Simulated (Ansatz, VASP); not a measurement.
# One calculation of SnO2, two programs

Contents of INCAR:

```
ALGO = Normal ; EDIFF = 1E-8
ENCUT = 520 ; ISIF = 2
ISMEAR = -1 ; LASPH = T
LCHARG = F ; LEFG = T
LREAL = F ; LWAVE = F
NBANDS = 35 ; NELM = 80
PREC = Accurate ; SIGMA = 0.03
```

The input KPOINTS:

```
k-points
0
Gamma
  4 4 6
```

File POSCAR:

```
SnO2
1.0
    4.8302628043      0.0000000000      0.0000000000
    0.0000000000      4.8302628043      0.0000000000
    0.0000000000      0.0000000000      3.2488942974
Sn O
2 4
Direct
    0.0000000000      0.0000000000      0.0000000000
    0.5000000000      0.5000000000      0.5000000000
    0.3056200000      0.3056200000      0.0000000000
    0.1943800000      0.8056200000      0.5000000000
    0.6943800000      0.6943800000      0.0000000000
    0.8056200000      0.1943800000      0.5000000000
```

Input for Ansatz:

```yaml
crystal:
  lattice:
    - [4.8302628043, 0.0, 0.0]
    - [0.0, 4.8302628043, 0.0]
    - [0.0, 0.0, 3.2488942974]
  atoms:
    - { symbol: Sn, position: [0.0, 0.0, 0.0] }
    - { symbol: Sn, position: [0.5, 0.5, 0.5] }
    - { symbol: O, position: [0.30562, 0.30562, 0.0] }
    - { symbol: O, position: [0.19438, 0.80562, 0.5] }
    - { symbol: O, position: [0.69438, 0.69438, 0.0] }
    - { symbol: O, position: [0.80562, 0.19438, 0.5] }
kpoints:
  mp_grid: { grid: [4, 4, 6] }
scf:
  occupations: { method: fermi_dirac, width: 0.03 }
hamiltonian:
  xc: lda
  pseudopotentials: { kind: all_electron, datasets: crystal }
output:
  forces: true
  stress: true
  eigenvalues: true
  efg: { contact_densities: true }
```

Change from the starting cell: volume scaled by 1.06, crystal datasets.

Alike in both runs: task electric field gradients; functional LDA; k mesh 4 × 4 × 6; occupations fermi-dirac, width 0.03 eV; no spin polarisation.

```csv
,VASP,Ansatz
version,VASP 6.6.1,Ansatz 0.2.0
potentials or method,"VASP PAW LDA potentials, release 64 (Sn_d, O), cutoff 520 eV","all-electron PAW with datasets made for the crystal, scalar-relativistic"
```

```csv
,VASP,Ansatz,Ansatz less VASP
pressure (GPa),-10.9,-11.6,-0.71
"traceless stress, the component that is largest in VASP (GPa)",-1.42,-1.65,-0.229
rms of the force components (eV/Å),0.109,0.118,+0.0090
size of Vzz on the site where it differs most (V/Å²),113.4,111.6,-1.81
```

LDA's correlation is that of Perdew and Zunger in VASP and of Perdew and Wang (1992) in Ansatz. Atom by atom the forces differ by 0.009 eV/Å (rms over components). Ansatz ran all-electron here, and VASP with PAW potentials.
